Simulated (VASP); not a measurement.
C, 1 atom in the cell. It takes space group Im-3m (No. 229, cubic). The conventional cell has a = 2.374 Å, b = 2.374 Å, c = 2.374 Å, α = 90.00°, β = 90.00°, γ = 90.00°. C (site symmetry m-3m) has 14 C at 2.06 to 2.37 Å within 2.7 Å. 

* Program: VASP 6.6.1
* Task: single point
* Functional: PBE
* Potentials or basis: VASP PAW PBE potentials, release 64 (C)
* Cutoff: 520 eV
* k mesh: 30 × 30 × 30
* Occupations: fermi-dirac, width 0.1 eV
* Spin: no spin polarisation
* Dipole correction: no
* Further INCAR settings: ALGO = Normal; EDIFF = 1e-06; NBANDS = 8

Potentials or basis: VASP PAW PBE potentials, release 64 (C).

Launch:

```console
$ cat potpaw_PBE.64/C/POTCAR > POTCAR
$ mpirun -np 1 vasp_std > vasp.out
```

Hardware: 1 thread of Intel(R) Xeon(R) Platinum 8488C (Sapphire Rapids), on a shared host.

Problem. Estimate the wall time of this run.

Solution. Wall time 9.3 s on 1 thread of Intel(R) Xeon(R) Platinum 8488C (Sapphire Rapids), on a shared host, peak memory 0.13 GiB. Counts: scf iterations 9, k points 752.
